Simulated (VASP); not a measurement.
# Cu16CO2 in VASP: single point with PBE+D3(BJ)

Aim: the single point of Cu16CO2 with PBE+D3(BJ).

All numbers are computed with VASP 6.6.1; they aren't measurements. Logs are shortened: lines on timing, memory, paths and dates and some standing lists are left out, and cuts for length are marked.

### Step 1. The cell of the first run

The cell holds a slab with vacuum, 19 atoms: a = 5.039 Å, b = 5.039 Å, c = 24.783 Å, α = 90.00°, β = 90.00°, γ = 90.00°.

### Step 2. Single point, PBE+D3(BJ)

The input, INCAR:

```
PREC = Accurate
ENCUT = 520
EDIFF = 1E-6
ISMEAR = 0
SIGMA = 0.1
LREAL = Auto
LASPH = T
NELM = 80
ALGO = Normal
ISIF = 2
LWAVE = F
LCHARG = T
LDIPOL = T
IDIPOL = 3
DIPOL = 0.5 0.5 0.468
GGA = PE
IVDW = 12
LELF = T
LVHAR = T
LVACPOTAV = T
NBANDS = 111
```

The input, KPOINTS:

```
regular mesh
0
Gamma
  4 4 1
```

The input, POSCAR:

```
Cu16CO2
1.0
    5.0393684365      0.0000000000      0.0000000000
    0.0000000000      5.0393684365      0.0000000000
    0.0000000000      0.0000000000     24.7826573916
Cu O C
16 2 1
Direct
    0.2500000000      0.2500000000      0.3228063832
    0.2500000000      0.7500000000      0.3228063832
    0.7500000000      0.2500000000      0.3228063832
    0.7500000000      0.7500000000      0.3228063832
    0.5000000000      0.5000000000      0.3946988268
    0.5000000000      0.0000000000      0.3946988268
    0.0000000000      0.5000000000      0.3946988268
    0.0000000000      0.0000000000      0.3946988268
    0.7500615544      0.7499678339      0.4680453590
    0.7500744382      0.2499000594      0.4681937034
    0.2499896080      0.7499535597      0.4681293821
    0.2499814250      0.2499167331      0.4680448771
   -0.0002347117      0.0001678487      0.5396696381
    0.0006436362      0.5005445672      0.5389695227
    0.4993755188     -0.0006967553      0.5389532277
    0.5003963127      0.4995539913      0.5395628208
   -0.4044854274      0.4043267528      0.6659679290
   -0.0766987364      0.0749693265      0.6629118470
   -0.2406430361      0.2397006931      0.6643066921
```

Potentials or basis: VASP PAW PBE potentials, release 64 (Cu, O, C).

On the command line:

```bash
> cat potpaw_PBE.64/Cu/POTCAR potpaw_PBE.64/O/POTCAR potpaw_PBE.64/C/POTCAR > POTCAR
> mpirun -np 1 vasp_std > vasp.out
```

OUTCAR:

```text
PREC = Accurate
   ENCUT = 520
   EDIFF = 1E-6
   ISMEAR = 0
   LREAL = Auto
   LASPH = T
   NELM = 80
   ISIF = 2
   GGA = PE
   IVDW = 12
 IVDW          = 12

 ion  position               nearest neighbor table
   1  0.250  0.250  0.323-   2 2.52   3 2.52   2 2.52   3 2.52   7 2.52   8 2.52   5 2.52   6 2.52

   2  0.250  0.750  0.323-   1 2.52   4 2.52   1 2.52   4 2.52   7 2.52   8 2.52   5 2.52   6 2.52

   3  0.750  0.250  0.323-   1 2.52   4 2.52   4 2.52   1 2.52   7 2.52   8 2.52   5 2.52   6 2.52

   4  0.750  0.750  0.323-   2 2.52   3 2.52   3 2.52   2 2.52   7 2.52   8 2.52   5 2.52   6 2.52

   5  0.500  0.500  0.395-   6 2.52   7 2.52   6 2.52   7 2.52   1 2.52   2 2.52   3 2.52   4 2.52
                             9 2.55  12 2.55  11 2.55  10 2.55
   6  0.500  0.000  0.395-   5 2.52   8 2.52   5 2.52   8 2.52   1 2.52   2 2.52   3 2.52   4 2.52
                            12 2.55   9 2.55  11 2.55  10 2.55
   7  0.000  0.500  0.395-   5 2.52   8 2.52   8 2.52   5 2.52   1 2.52   2 2.52   3 2.52   4 2.52
                             9 2.55  12 2.55  11 2.55  10 2.55
   8  0.000  0.000  0.395-   6 2.52   7 2.52   7 2.52   6 2.52   1 2.52   2 2.52   3 2.52   4 2.52
                            12 2.55   9 2.55  11 2.55  10 2.55
   9  0.750  0.750  0.468-  15 2.50  14 2.50  16 2.51  13 2.51  11 2.52  10 2.52  10 2.52  11 2.52
                             7 2.55   8 2.55   5 2.55   6 2.55
  10  0.750  0.250  0.468-  15 2.50  14 2.50  16 2.51  13 2.51  12 2.52   9 2.52   9 2.52  12 2.52
                             8 2.55   6 2.55   7 2.55   5 2.55
  11  0.250  0.750  0.468-  15 2.50  14 2.50  16 2.51  13 2.51   9 2.52  12 2.52  12 2.52   9 2.52
                             7 2.55   5 2.55   8 2.55   6 2.55
  12  0.250  0.250  0.468-  15 2.50  14 2.50  16 2.51  13 2.51  10 2.52  11 2.52  11 2.52  10 2.52
                             8 2.55   6 2.55   7 2.55   5 2.55
  13  1.000  0.000  0.540-  10 2.51  11 2.51   9 2.51  12 2.51  15 2.52  14 2.52  14 2.52  15 2.52

  14  0.001  0.501  0.539-  11 2.50  12 2.50   9 2.50  10 2.50  13 2.52  16 2.52  16 2.52  13 2.52

  15  0.499  0.999  0.539-  11 2.50  12 2.50   9 2.50  10 2.50  13 2.52  16 2.52  16 2.52  13 2.52

  16  0.500  0.500  0.540-  10 2.51  12 2.51   9 2.51  11 2.51  15 2.52  14 2.52  14 2.52  15 2.52

  17  0.596  0.404  0.666-  19 1.17
  18  0.923  0.075  0.663-  19 1.17
  19  0.759  0.240  0.664-  17 1.17  18 1.17

  LATTYP: Found a simple tetragonal cell.
 ALAT       =     5.0393684365
 C/A-ratio  =     4.9178101788

  Lattice vectors:

 A1 = (   5.0393684365,   0.0000000000,   0.0000000000)
 A2 = (   0.0000000000,   5.0393684365,   0.0000000000)
 A3 = (   0.0000000000,   0.0000000000,  24.7826573916)

Analysis of symmetry for initial positions (statically):
=====================================================================
 Subroutine PRICEL returns:
 Original cell was already a primitive cell.

 Routine SETGRP: Setting up the symmetry group for a
 simple tetragonal supercell.

 Subroutine GETGRP returns: Found  1 space group operations
 (whereof  1 operations were pure point group operations)
 out of a pool of 16 trial point group operations.

The static configuration has the point symmetry C_1 .

Analysis of symmetry for dynamics (positions and initial velocities):
=====================================================================
 Subroutine PRICEL returns:
 Original cell was already a primitive cell.

 Routine SETGRP: Setting up the symmetry group for a
 simple tetragonal supercell.

 Subroutine GETGRP returns: Found  1 space group operations
 (whereof  1 operations were pure point group operations)
 out of a pool of 16 trial point group operations.

The dynamic configuration has the point symmetry C_1 .

 Subroutine INISYM returns: Found  1 space group operations
 (whereof  1 operations are pure point group operations),
 and found     1 'primitive' translations

----------------------------------------------------------------------------------------

                                     Primitive cell

  volume of cell :     629.3614

  direct lattice vectors                    reciprocal lattice vectors
     5.039368437  0.000000000  0.000000000     0.198437565  0.000000000  0.000000000
     0.000000000  5.039368437  0.000000000     0.000000000  0.198437565  0.000000000
     0.000000000  0.000000000 24.782657392     0.000000000  0.000000000  0.040350798

  length of vectors
     5.039368437  5.039368437 24.782657392     0.198437565  0.198437565  0.040350798

  position of ions in fractional coordinates (direct lattice)
     0.250000000  0.250000000  0.322806383
     0.250000000  0.750000000  0.322806383
     0.750000000  0.250000000  0.322806383
     0.750000000  0.750000000  0.322806383
     0.500000000  0.500000000  0.394698827
     0.500000000  0.000000000  0.394698827
[... 11 lines left out ...]
     0.923301264  0.074969327  0.662911847
     0.759356964  0.239700693  0.664306692

  ion indices of the primitive-cell ions
   primitive index   ion index
                 1           1
                 2           2
                 3           3
                 4           4
                 5           5
                 6           6
[... 11 lines left out ...]
                18          18
                19          19

----------------------------------------------------------------------------------------

 KPOINTS: regular mesh

Automatic generation of k-mesh.
 Grid dimensions read from file:
 generate k-points for:    4    4    1

 Generating k-lattice:

  Cartesian coordinates                     Fractional coordinates (reciprocal lattice)
     0.049609391  0.000000000  0.000000000     0.250000000  0.000000000  0.000000000
     0.000000000  0.049609391  0.000000000     0.000000000  0.250000000  0.000000000
     0.000000000  0.000000000  0.040350798     0.000000000  0.000000000  1.000000000

  Length of vectors
     0.049609391  0.049609391  0.040350798

  Shift w.r.t. Gamma in fractional coordinates (k-lattice)
     0.000000000  0.000000000  0.000000000

 Subroutine IBZKPT returns following result:
 ===========================================

 Found     10 irreducible k-points:

 Following reciprocal coordinates:
            Coordinates               Weight
  0.000000  0.000000  0.000000      1.000000
  0.250000  0.000000  0.000000      2.000000
  0.000000  0.250000  0.000000      2.000000
  0.500000  0.000000  0.000000      1.000000
  0.000000  0.500000  0.000000      1.000000
  0.250000  0.250000  0.000000      2.000000
 -0.250000  0.250000  0.000000      2.000000
  0.500000  0.250000  0.000000      2.000000
 -0.250000  0.500000  0.000000      2.000000
  0.500000  0.500000  0.000000      1.000000
   k-points           NKPTS =     10   k-points in BZ     NKDIM =     10   number of bands    NBANDS=    111
   number of dos      NEDOS =    301   number of ions     NIONS =     19
   total plane-waves  NPLWV = 307200
   dimension x,y,z NGX =    40 NGY =   40 NGZ =  192
   dimension x,y,z NGXF=    80 NGYF=   80 NGZF=  384
   ions per type =              16   2   1
   NGX,Y,Z   is equivalent  to a cutoff of  13.20, 13.20, 12.88 a.u.
   NGXF,Y,Z  is equivalent  to a cutoff of  26.39, 26.39, 25.76 a.u.
 SYSTEM =  unknown system
   PREC   = accura    normal or accurate (medium, high low for compatibility)
   ISTART =      0    job   : 0-new  1-cont  2-samecut
   ICHARG =      2    charge: 1-file 2-atom 10-const
   ISPIN  =      1    spin polarized calculation?
   LNONCOLLINEAR =      F non collinear calculations
   LSORBIT =      F    spin-orbit coupling
   LASPH  =      T    aspherical Exc in radial PAW
   ENCUT  =  520.0 eV  38.22 Ry    6.18 a.u.   9.37  9.37 46.08*2*pi/ulx,y,z
   NELM   =     80;   NELMIN=  2; NELMDL= -5     # of ELM steps
   EDIFF  = 0.1E-05   stopping-criterion for ELM
   LREAL  =      T    real-space projection
   EDIFFG = 0.1E-04   stopping-criterion for IOM
   NSW    =      0    number of steps for IOM
[... 5 lines left out ...]
   TEBEG  =    0.0;   TEEND  =   0.0 temperature during run
   PSTRESS=    0.0 pullay stress
   NELECT =     192.0000    total number of electrons
   NUPDOWN=      -1.0000    fix difference up-down
   EMIN   =  10.00;   EMAX   =-10.00  energy-range for DOS
   EFERMI =   0.00;   METHOD = LEGACY
   ISMEAR =     0;   SIGMA  =   0.10  broadening in eV -4-tet -1-fermi 0-gaus
   EFERMI_NEDOS =   21; number of points for ismear=-14 and -15
   IALGO  =     38    algorithm
   IMIX   =      4    mixing-type and parameters
     AMIX     =   0.40;   BMIX     =  1.00
     AMIX_MAG =   1.60;   BMIX_MAG =  1.00
  volume/ion in A,a.u.               =      33.12       223.53
  Fermi-wavevector in a.u.,A,eV,Ry     =   1.102068  2.082607 16.525020  1.214555
  Thomas-Fermi vector in A             =   2.238506
   LORBIT       =      0    0 simple, 1 ext, 2 COOP (PROOUT), +10 PAW based schemes
   GGA     = PE    functional components
   LHFCALC =     F    Hartree Fock is set to
   AEXX    =    0.0000 exact exchange contribution
   IVDW    =    12    specifies the selected vdW correction
   LEPSILON=     F    determine dielectric tensor
   LRPA    =     F    only Hartree local field effects (RPA)
 non-spin polarized calculation
 Gauss-broadening in eV      SIGMA  =   0.10
  energy-cutoff  :      520.00
  volume of cell :      629.36
 maximum number of plane-waves:     16971
 NGX is ok and might be reduce to    40
   NGX = 19   NGY = 19   NGZ = 93

 dipolmoment           0.000000      0.000000      0.031390 electrons x Angstroem

 number of electron     191.9999972 magnetization

 dipolmoment           0.000000      0.000000     -0.037127 electrons x Angstroem

 Free energy of the ion-electron system (eV)
  ---------------------------------------------------
  ext. energy  EPLUGINS =         0.00000000
  ---------------------------------------------------
  free energy    TOTEN  =       -77.68989124 eV

  energy without entropy =      -77.64285552  energy(sigma->0) =      -77.66637338

 E-fermi :  -0.3815     XC(G=0):  -5.1022

 val. band max:       -0.4050130950   @ k =   0.0000   0.0000   0.0000
 cond. band min:      -0.3166934215   @ k =   0.0000   0.2500   0.0000
 fundamental gap:      0.0883196735
 Fermi energy:        -0.3815352353

 k-point     1 :       0.0000    0.0000    0.0000
  band No.  band energies     occupation
      1     -25.2678      2.00000
      2     -24.2529      2.00000
      3      -9.8748      2.00000
      4      -9.3837      2.00000
      5      -8.8186      2.00000
      6      -8.6514      2.00000
[... 100 lines left out ...]
    107       3.0846      0.00000
    108       3.2049      0.00000

 k-point     2 :       0.2500    0.0000    0.0000
  band No.  band energies     occupation
      1     -25.2656      2.00000
      2     -24.2551      2.00000
      3      -9.8606      2.00000
      4      -9.0152      2.00000
      5      -8.7943      2.00000
      6      -8.7200      2.00000
[... 880 lines left out ...]
 k-point    10 :       0.5000    0.5000    0.0000
  band No.  band energies     occupation
      1     -25.2591      2.00000
      2     -24.2616      2.00000
      3      -9.8392      2.00000
      4      -8.8003      2.00000
      5      -8.7840      2.00000
      6      -8.7220      2.00000
[... 100 lines left out ...]
    107       4.2886      0.00000
    108       4.7077      0.00000
 [bands above 108 left out]

------------------------ aborting loop because EDIFF is reached ----------------------------------------

 Edisp (eV)   -6.99609

 E8    (eV) :    -3.0888

  FORCE on cell =-STRESS in cart. coord.  units (eV):
  Direction    XX          YY          ZZ          XY          YZ          ZX
  --------------------------------------------------------------------------------------
  -------------------------------------------------------------------------------------
  Total      -4.28648    -4.28107    -0.21753    -0.69144     0.04122    -0.03572
  in kB     -10.91216   -10.89841    -0.55377    -1.76021     0.10494    -0.09093
  external pressure =       -7.45 kB  Pullay stress =        0.00 kB

 VOLUME and BASIS-vectors are now :
 -----------------------------------------------------------------------------
  energy-cutoff  :      520.00
  volume of cell :      629.36
      direct lattice vectors                 reciprocal lattice vectors
     5.039368437  0.000000000  0.000000000     0.198437565  0.000000000  0.000000000
     0.000000000  5.039368437  0.000000000     0.000000000  0.198437565  0.000000000
     0.000000000  0.000000000 24.782657392     0.000000000  0.000000000  0.040350798

 POSITION                                       TOTAL-FORCE (eV/Angst)
 -----------------------------------------------------------------------------------
      1.25984      1.25984      8.00000        -0.000581     -0.001389      0.044131
      1.25984      3.77953      8.00000        -0.000588      0.000469      0.043708
      3.77953      1.25984      8.00000         0.001289     -0.001375      0.041478
      3.77953      3.77953      8.00000         0.001288      0.000447      0.044155
      2.51968      2.51968      9.78169         0.001079     -0.001455     -0.062070
      2.51968      0.00000      9.78169         0.001100     -0.000441     -0.062013
[... 11 lines left out ...]
      4.65286      0.37780     16.42872         0.427170     -0.427180      0.003303
      3.82668      1.20794     16.46329        -0.005820      0.006272     -0.035065
 -----------------------------------------------------------------------------------
    total drift:                               -0.006539      0.008387     -0.011908

  FREE ENERGIE OF THE ION-ELECTRON SYSTEM (eV)
  ---------------------------------------------------
  free  energy   TOTEN  =       -84.6859785712 eV

  energy  without entropy=      -84.6389428484  energy(sigma->0) =      -84.66246071

 vacuum level on the upper side and lower side of the slab         3.830         4.095
```

It took 76 min on 1 thread of Intel Xeon 8259CL, shared host; peak memory 0.92 GiB.

What came out:

| Property | Result |
| --- | --- |
| Free energy | -84.6860 eV |
| Largest force | 0.607 eV/Å |
| Band gap on the k mesh | zero (bands 96 and 97 overlap by 0.92 eV) |
| Dispersion energy per atom | -0.368 eV |

Forces on the atoms (eV/Å):
```
Cu  -0.001 -0.001  0.044
Cu  -0.001  0.000  0.044
Cu   0.001 -0.001  0.041
Cu   0.001  0.000  0.044
Cu   0.001 -0.001 -0.062
Cu   0.001  0.000 -0.062
Cu   0.000 -0.002 -0.062
Cu   0.000 -0.001 -0.065
Cu   0.001  0.001 -0.004
Cu   0.001 -0.001 -0.005
Cu   0.000  0.001 -0.004
Cu   0.000 -0.001 -0.004
Cu  -0.001  0.001  0.014
Cu   0.000 -0.002  0.026
Cu   0.002  0.000  0.027
Cu   0.000  0.000  0.023
O   -0.428  0.429  0.037
O    0.427 -0.427  0.003
C   -0.006  0.006 -0.035
```

Levels at points of the mesh, in eV from the Fermi level:
| k point | band 93 | band 94 | band 95 | band 96 | band 97 | band 98 | band 99 | band 100 |
| --- | --- | --- | --- | --- | --- | --- | --- | --- |
| (0.00, 0.00, 0.00) | -0.35 | -0.34 | -0.34 | -0.33 | -0.06 | -0.03 | -0.02 | -0.02 |
| (0.50, 0.00, 0.00) | -1.07 | -1.06 | 0.79 | 0.79 | 0.79 | 0.79 | 1.26 | 1.31 |
| (0.00, 0.50, 0.00) | -1.07 | -1.06 | 0.79 | 0.79 | 0.79 | 0.79 | 1.26 | 1.31 |
| (0.50, 0.50, 0.00) | -1.18 | -1.17 | -1.17 | -1.16 | 0.31 | 0.32 | 0.35 | 0.37 |

With open d or f shells a metallic result of PBE can be an artefact of self-interaction; +U or a hybrid may open a gap.

The gap in the log of VASP goes by the Fermi energy; the results here count the filled bands.